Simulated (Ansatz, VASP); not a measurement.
Two plane-wave programs on Ga

INCAR

```
SYSTEM = Ga
PREC = Accurate
ENCUT = 520
EDIFF = 1E-7
ISMEAR = -1
SIGMA = 0.1
LREAL = .False.
LASPH = .True.
NELM = 100
ALGO = Normal
ISIF = 2
LWAVE = .False.
LCHARG = .True.
GGA = PE
LELF = .True.
LVHAR = .True.
NBANDS = 34
```

The input KPOINTS:

```
regular mesh
0
Gamma
  14 14 4
  0 0 0
```

The input POSCAR:

```
Ga
1.0
    3.0718591324      0.0000000000      0.0000000000
   -1.5359295662      2.6603080455      0.0000000000
    0.0000000000      0.0000000000     10.0297814358
Ga
4
Direct
    1.0000000000      0.0000000000      1.0000000000
    1.0000000000      0.0000000000      0.5000000000
    0.3333333333      0.6666666667      0.2500000000
    0.6666666667      0.3333333333      0.7500000000
```

Input for Ansatz:

```yaml
crystal:
  lattice:
    - [3.0718591324, 0.0, 0.0]
    - [-1.5359295662, 2.6603080455, 0.0]
    - [0.0, 0.0, 10.0297814358]
  atoms:
    - { symbol: Ga, position: [1.0, 0.0, 1.0] }
    - { symbol: Ga, position: [1.0, 0.0, 0.5] }
    - { symbol: Ga, position: [0.3333333333, 0.6666666667, 0.25] }
    - { symbol: Ga, position: [0.6666666667, 0.3333333333, 0.75] }
hamiltonian:
  xc: pbe
  pseudopotentials:
    kind: paw
    azcp:
      Ga: "pseudopotentials/Ga.paw.azcp"
basis:
  ecutwfc: 420
  fft_grid_basis: typed
kpoints:
  mp_grid: { grid: [14, 14, 4], shift: [0, 0, 0] }
magnetization:
  spin_polarized: false
scf:
  occupations: { method: fermi_dirac, width: 0.1 }
  lower_state_search: "off"
output:
  stress: true
```

Alike in both runs: task single point; functional PBE; k mesh 14 × 14 × 4; occupations fermi-dirac, width 0.1 eV; no spin polarisation.

|  | VASP | Ansatz |
| --- | --- | --- |
| version | VASP 6.6.1 | Ansatz 0.2.0 |
| potentials or method | VASP PAW PBE potentials, release 64 (Ga_d), cutoff 520 eV | plane waves (420 eV) with PAW, scalar-relativistic |
| valence electrons in the cell | 52 | 52 |

|  | VASP | Ansatz | Ansatz less VASP |
| --- | --- | --- | --- |
| pressure (GPa) | -3.0 | -3.0 | -0.06 |
| traceless stress, the component that is largest in VASP (GPa) | 0.52 | 0.52 | 0.000 |

The functional is the same, so the differences come from potentials, cutoffs and numerics.
